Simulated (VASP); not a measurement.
Wanted: the native input for a VASP 6.6.1 run.

| Item | Value |
| --- | --- |
| Task | single point |
| Functional | PBEsol |
| Potentials or basis | VASP PAW PBE potentials, release 64 (Na_pv, I) |
| Cutoff | 520 eV |
| k mesh | 6 × 6 × 4 |
| Occupations | gaussian, width 0.02 eV |
| Spin | no spin polarisation |
| Dipole correction | no |
| Further INCAR settings | ALGO = Normal; EDIFF = 1e-06; NBANDS = 22 |

The structure of NaI lies in POSCAR:

```
NaI
1.0
    4.8062656813     -0.0018026616     -0.0231110465
   -0.0016651836      4.4223861295      0.0042270046
   -0.0389919200      0.0077204002      8.1153103258
Na I
2 2
Direct
    0.2481459083      0.5264421289      0.2769531931
    0.7470338859      0.5171182923      0.7244573555
    0.2524923147     -0.0200224765      0.7362141744
    0.7523278911     -0.0235379447      0.2623752770
```

This cell differs from its parent crystal: atoms moved at random and the cell strained at random.

The input as run:

INCAR

```
ALGO     = Normal         # electronic algorithm
EDIFF    = 1E-6           # SCF threshold, eV
ENCUT    = 520            # plane-wave cutoff, eV
GGA      = PS             # functional
ISIF     = 2              # what is computed and relaxed
ISMEAR   = 0              # smearing method
LASPH    = True           # aspherical terms in the spheres
LCHARG   = False          # write CHGCAR
LREAL    = False          # projectors in reciprocal space
LWAVE    = False          # write WAVECAR
NBANDS   = 22             # bands
NELM     = 60             # most SCF steps
PREC     = Accurate       # precision mode
SIGMA    = 0.02           # smearing width, eV
```

KPOINTS

```
k-points
0
Gamma
  6 6 4
```

Potentials or basis: VASP PAW PBE potentials, release 64 (Na_pv, I).

Launch:

```bash
$ cat potpaw_PBE.64/Na_pv/POTCAR potpaw_PBE.64/I/POTCAR > POTCAR
$ mpirun -np 1 vasp_std > vasp.out
```

Results of the run:

* Pressure: -1.4 GPa
* Largest force: 0.121 eV/Å
* Band gap on the k mesh: 2.57 eV, indirect (least direct gap 2.75 eV)

Caveat: the cell differs from its parent crystal (atoms moved at random and the cell strained at random); the PAW data sets were made with another functional, which shifts forces and pressure a little; spin-orbit coupling is left out, which moves the levels of the heavy elements.

Wall time 2.7 min on 1 thread of Oxide Virtual Turin-like Processor, on a shared host, peak memory 0.37 GiB.
